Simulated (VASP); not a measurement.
Here is a VASP 6.6.1 calculation.

Contents of INCAR:

```
PREC = Accurate ; ENCUT = 520
EDIFF = 1E-6 ; ISMEAR = 0
SIGMA = 0.05 ; LREAL = False
LASPH = True ; NELM = 60
ALGO = Normal ; ISIF = 2
LWAVE = False ; LCHARG = False
GGA = CA ; NBANDS = 10
```

File KPOINTS:

```
Automatic mesh
0
Gamma
  8 8 4
```

POSCAR

```
H
1.0
    1.6073185635     -2.6633960242      0.0000000000
    1.6073185635      2.6633960242      0.0000000000
    0.0000000000      0.0000000000      6.4716128355
H
4
Direct
    0.5678085000      0.4321915000      0.9995149500
    0.4321915000      0.5678085000      0.0004850500
    0.4321915000      0.5678085000      0.4995149500
    0.5678085000      0.4321915000      0.5004850500
```

Potentials or basis: VASP PAW LDA potentials, release 64 (H).

The run is started by

```sh
$ cat potpaw_LDA.64/H/POTCAR > POTCAR
$ mpirun -np 1 vasp_std > vasp.out
```

Question: Predict the largest force.

Answer: 1.724 eV/Å.

Question: Estimate the pressure.

Answer: 1.8 GPa.

Stress tensor (GPa, compression positive):
```
-0.59  0.00  0.00
 0.00  6.40  0.00
 0.00  0.00 -0.46
```

Caveat: the cell differs from its parent crystal (strain -0.025 along x and y, +0.025 along z); forces of over 1 eV/Å act on the atoms, so gaps and moduli don't describe the material at rest.
